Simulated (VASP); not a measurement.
## Te2Mo: single point with LDA

System: Te2Mo, a slab with vacuum.

```
Te Mo
1.0
     3.47100    0.00000    0.00000
    -1.73550    3.00597    0.00000
     0.00000    0.00000   30.20654
Te Mo
6 3
Direct
  0.00220 0.00161 0.94052
  0.41367 0.72548 0.71289
  0.25519 0.60946 0.16825
  0.41148 0.72387 0.83175
  0.25300 0.60786 0.28711
  0.99780 0.99839 0.05948
  0.07905 0.05787 0.77222
  0.92095 0.94213 0.22778
  0.33333 0.66667 0.00000
```

This cell differs from its parent crystal: atoms displaced along a vibrational mode.

- Program: VASP 6.6.1
- Task: single point
- Functional: LDA
- Potentials or basis: VASP PAW LDA potentials, release 64 (Te, Mo_sv)
- Cutoff: 520 eV
- k mesh: 12 × 12 × 1
- Occupations: gaussian, width 0.05 eV
- Spin: no spin polarisation
- Dipole correction: no
- Further INCAR settings: ALGO = Normal; EDIFF = 1e-07; NBANDS = 49

| Quantity | Value |
| --- | --- |
| Largest force | 0.062 eV/Å |
| Band gap on the k mesh | 0.82 eV (least direct gap 1.15 eV) |

Forces on the atoms (eV/Å):
```
Te   0.007 -0.001 -0.042
Te  -0.016 -0.016 -0.058
Te   0.009  0.016 -0.042
Te  -0.023 -0.016  0.040
Te   0.016  0.016  0.058
Te   0.008  0.001  0.044
Mo  -0.014 -0.012  0.000
Mo   0.010  0.012  0.000
Mo   0.003  0.000  0.001
```

Levels at points of the mesh, in eV from the valence-band top:
```
           k point  band 37  band 38  band 39  band 40  band 41  band 42
(0.00, 0.00, 0.00)    -0.97    -0.10     0.00     3.03     3.03     3.13
(0.50, 0.00, 0.00)    -0.50    -0.37    -0.26     1.35     1.37     1.39
(0.00, 0.50, 0.00)    -0.50    -0.37    -0.26     1.35     1.37     1.39
(0.50, 0.50, 0.00)    -0.49    -0.37    -0.27     1.35     1.37     1.39
```

Wall time 19 min on 4 MPI ranks on Oxide Virtual Turin-like Processor, with other jobs on the host, peak memory 0.95 GiB a rank.

Caveat: the cell differs from its parent crystal (atoms displaced along a vibrational mode); there is no dipole correction, which matters where the two faces differ; spin-orbit coupling is left out, which moves the levels of the heavy elements.
